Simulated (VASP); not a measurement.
A run of VASP 6.6.1 is set up as follows.

The input INCAR:

```
SYSTEM = HgTe
ALGO     = Normal         ! electronic algorithm
EDIFF    = 1E-7           ! SCF threshold, eV
ENCUT    = 520            ! plane-wave cutoff, eV
GGA      = PE             ! functional
ISIF     = 2              ! what is computed and relaxed
ISMEAR   = -1             ! smearing method
LASPH    = .TRUE.         ! aspherical terms in the spheres
LCHARG   = .TRUE.         ! write CHGCAR
LELF     = .TRUE.         ! ELF
LREAL    = .FALSE.        ! projectors in reciprocal space
LVHAR    = .TRUE.       
LWAVE    = .FALSE.        ! write WAVECAR
NBANDS   = 26             ! bands
NELM     = 100            ! most SCF steps
PREC     = Accurate       ! precision mode
SIGMA    = 0.1            ! smearing width, eV
```

Contents of KPOINTS:

```
k-points
0
G
  8 8 5
  0 0 0
```

File POSCAR:

```
HgTe
1.0
    4.6994112628      0.0000000000      0.0000000000
   -2.3497056314      4.0698095364      0.0000000000
    0.0000000000      0.0000000000      7.7134300513
Hg Te
2 2
Direct
    0.3333333333      0.6666666667      0.0006312556
    0.6666666667      0.3333333333      0.5006312556
    0.3333333333      0.6666666667      0.3753687444
    0.6666666667      0.3333333333      0.8753687444
```

Potentials or basis: VASP PAW PBE potentials, release 64 (Hg, Te).

Command:

```bash
$ cat potpaw_PBE.64/Hg/POTCAR potpaw_PBE.64/Te/POTCAR > POTCAR
$ mpirun -np 1 vasp_std > vasp.out
```

(1) What does it give for the pressure?

(2) Predict the band gap on the k mesh.

Answers

(1) 0.0 GPa.

(2) zero (filled and empty bands touch).

Caveat: semilocal functionals underestimate gaps, so a narrow gap can read as zero; spin-orbit coupling is left out, which moves the levels of the heavy elements.
